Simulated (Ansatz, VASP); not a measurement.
## Mg2ZnS3: VASP beside Ansatz

INCAR

```
PREC = Accurate ; ENCUT = 600
EDIFF = 1E-7 ; ISMEAR = 0
SIGMA = 0.02 ; LREAL = F
LASPH = T ; NELM = 80
ALGO = Normal ; ISIF = 3
LWAVE = F ; LCHARG = F
GGA = PE ; IBRION = 2
NSW = 100 ; EDIFFG = -0.01
```

The input KPOINTS:

```
Automatic mesh
0
Gamma
  6 6 4
```

File POSCAR:

```
Mg2ZnS3
1.0
    6.8949671000      0.0000000000      0.0000000000
   -3.4474835000      5.9712166000      0.0000000000
    0.0000000000      0.0000000000      6.4491120000
Mg Zn S
4 2 6
Direct
    0.3368010000      0.3368010000      0.0027820000
    0.0000000000      0.6631990000      0.0027820000
    0.6631990000      0.0000000000      0.0027820000
    0.0000000000      0.0000000000      0.5042090000
    0.6666667000      0.3333333000      0.5046590000
    0.3333333000      0.6666667000      0.5046590000
    0.3442370000      0.3442370000      0.3866370000
    0.0000000000      0.6557630000      0.3866370000
    0.6557630000      0.0000000000      0.3866370000
    0.6666667000      0.3333333000      0.8710520000
    0.3333333000      0.6666667000      0.8710520000
    0.0000000000      0.0000000000      0.8861130000
```

Input for Ansatz:

```yaml
crystal:
  lattice:
    - [6.8949671, 0.0, 0.0]
    - [-3.4474835, 5.9712166, 0.0]
    - [0.0, 0.0, 6.449112]
  atoms:
    - { symbol: Mg, position: [0.336801, 0.336801, 0.002782] }
    - { symbol: Mg, position: [0.0, 0.663199, 0.002782] }
    - { symbol: Mg, position: [0.663199, 0.0, 0.002782] }
    - { symbol: Mg, position: [0.0, 0.0, 0.504209] }
    - { symbol: Zn, position: [0.6666667, 0.3333333, 0.504659] }
    - { symbol: Zn, position: [0.3333333, 0.6666667, 0.504659] }
    - { symbol: S, position: [0.344237, 0.344237, 0.386637] }
    - { symbol: S, position: [0.0, 0.655763, 0.386637] }
    - { symbol: S, position: [0.655763, 0.0, 0.386637] }
    - { symbol: S, position: [0.6666667, 0.3333333, 0.871052] }
    - { symbol: S, position: [0.3333333, 0.6666667, 0.871052] }
    - { symbol: S, position: [0.0, 0.0, 0.886113] }
basis:
  ecutwfc: 420
kpoints:
  mp_grid: { grid: [6, 6, 4] }
hamiltonian:
  xc: pbe
scf:
  occupations: { method: gaussian, width: 0.02 }
output:
  forces: true
  stress: true
  eigenvalues: true
  write_density: true
  write_potential: true
  elf: true
  volumetric_format: npy
relax:
  adjacent_minimum: "off"
  f_tol: 0.01
  max_steps: 80
  cell: { stress_tol: 0.05 }
```

Alike in both runs: task relaxation of cell and atoms; functional PBE; k mesh 6 × 6 × 4; occupations gaussian, width 0.02 eV; no spin polarisation.

```csv
,VASP,Ansatz
version,VASP 6.6.1,Ansatz 0.2.0
potentials or method,"VASP PAW PBE potentials, release 64 (Mg, Zn, S), cutoff 600 eV","scalar-relativistic, plane waves, PAW"
valence electrons in the cell,68,100
```

```tsv
	VASP	Ansatz	Ansatz less VASP
gap on the k mesh at the Fermi level, each at its own relaxed structure (eV)	2.82	2.81	-0.002
relaxed volume (Å³/atom)	22.10	22.13	+0.026
relaxed length of the cell vector where the two differ most in proportion (Å)	6.447	6.449	+0.0026
```

VASP's potentials hold 68 valence electrons a cell and Ansatz's 100, so a difference there can come from the potentials and not from the codes.
